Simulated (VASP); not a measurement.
# Au (P-1) in VASP: a series of runs

Au is run at these levels: LDA, PBEsol; tasks: density of states.

All numbers are computed with VASP 6.6.1; they aren't measurements. Logs are shortened: lines on timing, memory, paths and dates and some standing lists are left out, and cuts for length are marked.

**1. The cell of the first run**

The typed cell holds 2 atoms: a = 2.815 Å, b = 2.820 Å, c = 5.191 Å, α = 103.14°, β = 102.66°, γ = 90.26°.

**2. Density of states, LDA**

File POSCAR:

```
Au
1.0
    2.8154890579      0.0000000000      0.0000000000
   -0.0129553469      2.8201795887      0.0000000000
   -1.1378916452     -1.1854109603      4.9240140333
Au
2
Direct
    0.6728620000      0.6659620000      0.2740550000
    0.3271380000      0.3340380000      0.7259450000
```

File INCAR.step1:

```
ALGO = Normal
EDIFF = 1E-6
ENCUT = 520
ISIF = 2
ISMEAR = -1
LASPH = T
LCHARG = T
LMAXMIX = 4
LREAL = F
LWAVE = F
NBANDS = 18
NELM = 80
PREC = Accurate
SIGMA = 0.05
```

File KPOINTS.step1:

```
k-points
0
Gamma
  6 6 3
```

File INCAR.step2:

```
ALGO = Normal
EDIFF = 1E-6
ENCUT = 520
ICHARG = 11
ISIF = 2
ISMEAR = -5
LASPH = T
LCHARG = F
LMAXMIX = 4
LORBIT = 10
LREAL = F
LWAVE = F
NBANDS = 18
NEDOS = 2001
NELM = 80
PREC = Accurate
SIGMA = 0.05
```

File KPOINTS.step2:

```
k-points
0
Gamma
  9 9 5
```

Potentials or basis: VASP PAW LDA potentials, release 64 (Au).

Started as:

```bash
$ cat potpaw_LDA.64/Au/POTCAR > POTCAR
$ cp INCAR.step1 INCAR
$ cp KPOINTS.step1 KPOINTS
$ mpirun -np 1 vasp_std > vasp.out
$ cp INCAR.step2 INCAR
$ cp KPOINTS.step2 KPOINTS
$ mpirun -np 1 vasp_std > vasp.out
```

OUTCAR:

```text
EDIFF = 1E-6
   ENCUT = 520
   ICHARG = 11
   ISIF = 2
   ISMEAR = -5
   LASPH = T
   LORBIT = 10
   LREAL = F
   NELM = 80
   PREC = Accurate

 ion  position               nearest neighbor table
   1  0.673  0.666  0.274-   2 2.74   2 2.92   2 2.98   2 3.00   2 3.05
   2  0.327  0.334  0.726-   1 2.74   1 2.92   1 2.98   1 3.00   1 3.05

  LATTYP: Found a triclinic cell.
 ALAT       =     2.8154890579
 B/A-ratio  =     1.4186468224
 C/A-ratio  =     2.8424930260
 COS(alpha) =     0.0022337933
 COS(beta)  =     0.5581870929
 COS(gamma) =     0.7081406305

  Lattice vectors:

 A1 = (  -2.8154890579,   0.0000000000,   0.0000000000)
 A2 = (  -2.8284444048,   2.8201795887,   0.0000000000)
 A3 = (  -4.4671757768,  -4.4549482171,  -4.9240140333)

Analysis of symmetry for initial positions (statically):
=====================================================================
 Subroutine PRICEL returns:
 Original cell was already a primitive cell.

 Routine SETGRP: Setting up the symmetry group for a
 triclinic supercell.

 Subroutine GETGRP returns: Found  2 space group operations
 (whereof  2 operations were pure point group operations)
 out of a pool of  2 trial point group operations.

The static configuration has the point symmetry S_2 .

Analysis of symmetry for dynamics (positions and initial velocities):
=====================================================================
 Subroutine PRICEL returns:
 Original cell was already a primitive cell.

 Routine SETGRP: Setting up the symmetry group for a
 triclinic supercell.

 Subroutine GETGRP returns: Found  2 space group operations
 (whereof  2 operations were pure point group operations)
 out of a pool of  2 trial point group operations.

The dynamic configuration has the point symmetry S_2 .

 Subroutine INISYM returns: Found  2 space group operations
 (whereof  2 operations are pure point group operations),
 and found     1 'primitive' translations

----------------------------------------------------------------------------------------

                                     Primitive cell

  volume of cell :      39.0976

  direct lattice vectors                    reciprocal lattice vectors
     2.815489058  0.000000000  0.000000000     0.355178081  0.001631618  0.082470989
[... 89 lines left out ...]
   LREAL  =      F    real-space projection
   EDIFFG = 0.1E-04   stopping-criterion for IOM
   NSW    =      0    number of steps for IOM
   IBRION =     -1    ionic relax: 0-MD 1-quasi-New 2-CG
   NFREE  =      0    steps in history (QN), initial steepest desc. (CG)
   ISIF   =      2    stress and relaxation
   ISYM   =      2    0-nonsym 1-usesym 2-fastsym
   POTIM  = 0.5000    time-step for ionic-motion
   TEBEG  =    0.0;   TEEND  =   0.0 temperature during run
   PSTRESS=    0.0 pullay stress
   NELECT =      22.0000    total number of electrons
   NUPDOWN=      -1.0000    fix difference up-down
   EMIN   =  10.00;   EMAX   =-10.00  energy-range for DOS
   EFERMI =   0.00;   METHOD = LEGACY
   ISMEAR =    -5;   SIGMA  =   0.05  broadening in eV -4-tet -1-fermi 0-gaus
   EFERMI_NEDOS =   21; number of points for ismear=-14 and -15
   IALGO  =     38    algorithm
   IMIX   =      4    mixing-type and parameters
     AMIX     =   0.40;   BMIX     =  1.00
     AMIX_MAG =   1.60;   BMIX_MAG =  1.00
  volume/ion in A,a.u.               =      19.55       131.92
  Fermi-wavevector in a.u.,A,eV,Ry     =   1.351551  2.554061 24.853627  1.826690
  Thomas-Fermi vector in A             =   2.478963
   LORBIT       =     10    0 simple, 1 ext, 2 COOP (PROOUT), +10 PAW based schemes
   GGA     = CA    functional components
   LHFCALC =     F    Hartree Fock is set to
   AEXX    =    0.0000 exact exchange contribution
   IVDW    =     0    specifies the selected vdW correction
   LEPSILON=     F    determine dielectric tensor
   LRPA    =     F    only Hartree local field effects (RPA)
 non-spin polarized calculation
 Fermi weights with tetrahedron method with Bloechl corrections
  energy-cutoff  :      520.00
  volume of cell :       39.10
 maximum number of plane-waves:      1068
 NGX is ok and might be reduce to    24

 number of electron      22.0000000 magnetization

 Free energy of the ion-electron system (eV)
  ---------------------------------------------------
  ext. energy  EPLUGINS =         0.00000000
  ---------------------------------------------------
  free energy    TOTEN  =        -8.43798207 eV

  energy without entropy =       -8.43798207  energy(sigma->0) =       -8.43798207

 E-fermi :   6.9834     XC(G=0): -12.1225

 val. band max:        7.2574426101   @ k =   0.4444  -0.1111   0.4000
 cond. band min:       6.7975322494   @ k =  -0.2222   0.3333   0.4000
 fundamental gap:     -0.4599103607
 Fermi energy:         6.9834336957

 k-point     1 :       0.0000    0.0000    0.0000
  band No.  band energies     occupation
      1      -1.5385      2.00000
      2       0.9328      2.00000
      3       1.2331      2.00000
      4       1.7526      2.00000
      5       2.3327      2.00000
      6       4.0946      2.00000
[... 481 lines left out ...]
      5       2.9997      2.00000
      6       3.5886      2.00000
[... 10 lines left out ...]
     17      23.3917      0.00000
     18      23.8801      0.00000

 [... further k-points ...]

------------------------ aborting loop because EDIFF is reached ----------------------------------------

  FORCE on cell =-STRESS in cart. coord.  units (eV):
  Direction    XX          YY          ZZ          XY          YZ          ZX
  --------------------------------------------------------------------------------------
  -------------------------------------------------------------------------------------
  Total       -2.3693399     -2.4390399     -1.6170609      0.0332062      0.0976410      0.1133880
  in kB      -97.0930323    -99.9492641    -66.2654382      1.3607552      4.0012251      4.6465187
  external PRESSURE =     -87.7692449 kB  Pullay stress =       0.0000000 kB

 VOLUME and BASIS-vectors are now :
 -----------------------------------------------------------------------------
  energy-cutoff  :      520.00
  volume of cell :       39.10
      direct lattice vectors                 reciprocal lattice vectors
     2.815489058  0.000000000  0.000000000     0.355178081  0.001631618  0.082470989
    -0.012955347  2.820179589  0.000000000     0.000000000  0.354587348  0.085363633
    -1.137891645 -1.185410960  4.924014033     0.000000000  0.000000000  0.203086342

 POSITION                                       TOTAL-FORCE (eV/Angst)
 -----------------------------------------------------------------------------------
      1.57396      1.55326      1.34945         0.013980      0.011514      0.164738
      0.09068      0.08150      3.57456        -0.013980     -0.011514     -0.164738
 -----------------------------------------------------------------------------------
    total drift:                                0.000000      0.000000      0.000000

  FREE ENERGIE OF THE ION-ELECTRON SYSTEM (eV)
  ---------------------------------------------------
  free  energy   TOTEN  =        -8.4379820734 eV

  energy  without entropy=       -8.4379820734  energy(sigma->0) =       -8.43798207

 total charge

# of ion       s       p       d       tot
------------------------------------------
    1        0.554   0.291   8.751   9.595
    2        0.554   0.291   8.751   9.595
--------------------------------------------------
tot          1.107   0.582  17.501  19.191
```

OUTCAR.step1:

```text
EDIFF = 1E-6
   ENCUT = 520
   ISIF = 2
   ISMEAR = -1
   LASPH = T
   LREAL = F
[... 728 lines left out ...]
 -----------------------------------------------------------------------------------
      1.57396      1.55326      1.34945        -0.000136     -0.000499      0.120060
      0.09068      0.08150      3.57456         0.000136      0.000499     -0.120060
 -----------------------------------------------------------------------------------
    total drift:                                0.000000     -0.000000      0.000000

  FREE ENERGIE OF THE ION-ELECTRON SYSTEM (eV)
  ---------------------------------------------------
  free  energy   TOTEN  =        -8.5501327567 eV

  energy  without entropy=       -8.5498764642  energy(sigma->0) =       -8.55000461
```

It took 52 s on 1 thread of Intel Xeon Platinum 8488C (Sapphire Rapids), shared host; peak memory 0.23 GiB.

What came out:

| Item | Value |
| --- | --- |
| Valence electrons inside the program's atomic spheres | Au 9.60 |

Caveat: the k points lie up to 0.43 Å⁻¹ apart; spin-orbit coupling is left out, which moves the levels of the heavy elements; tetrahedron occupations give inexact forces and stress in metals.

**3. Density of states, PBEsol**

POSCAR is that of step 2.

File INCAR.step1:

```
SYSTEM = Au
PREC = Accurate
ENCUT = 520
EDIFF = 1E-6
ISMEAR = -1
SIGMA = 0.05
LREAL = .False.
LASPH = .True.
NELM = 60
ALGO = Normal
ISIF = 2
LWAVE = .False.
LCHARG = .True.
LMAXMIX = 4
GGA = PS
NBANDS = 18
```

File KPOINTS.step1:

```
regular mesh
0
Gamma
  6 6 3
  0 0 0
```

File INCAR.step2:

```
SYSTEM = Au
PREC = Accurate
ENCUT = 520
EDIFF = 1E-6
ISMEAR = -5
SIGMA = 0.05
LREAL = .False.
LASPH = .True.
NELM = 60
ALGO = Normal
ISIF = 2
LWAVE = .False.
LCHARG = .False.
LMAXMIX = 4
GGA = PS
LORBIT = 11
NEDOS = 2001
ICHARG = 11
```

File KPOINTS.step2:

```
regular mesh
0
Gamma
  9 9 5
  0 0 0
```

Potentials or basis: VASP PAW PBE potentials, release 64 (Au).

Started as:

```bash
$ cat potpaw_PBE.64/Au/POTCAR > POTCAR
$ cp INCAR.step1 INCAR
$ cp KPOINTS.step1 KPOINTS
$ mpirun -np 1 vasp_std > vasp.out
$ cp INCAR.step2 INCAR
$ cp KPOINTS.step2 KPOINTS
$ mpirun -np 1 vasp_std > vasp.out
```

Wall time 48 s (1 thread of Intel Xeon Platinum 8488C (Sapphire Rapids), shared host); peak memory 0.23 GiB.

The run converged. Its results:

- Valence electrons inside the program's atomic spheres: Au 9.59

Levels at points of the mesh, in eV from the Fermi level:
```csv
k point,band 7,band 8,band 9,band 10,band 11,band 12,band 13,band 14,band 15
"(0.00, 0.00, 0.00)",-2.85,-2.32,-2.25,-2.02,-1.65,-0.04,2.67,13.94,14.07
```

Caveat: the k points lie up to 0.43 Å⁻¹ apart; the PAW data sets were made with another functional, which shifts forces and pressure a little; spin-orbit coupling is left out, which moves the levels of the heavy elements; tetrahedron occupations give inexact forces and stress in metals.
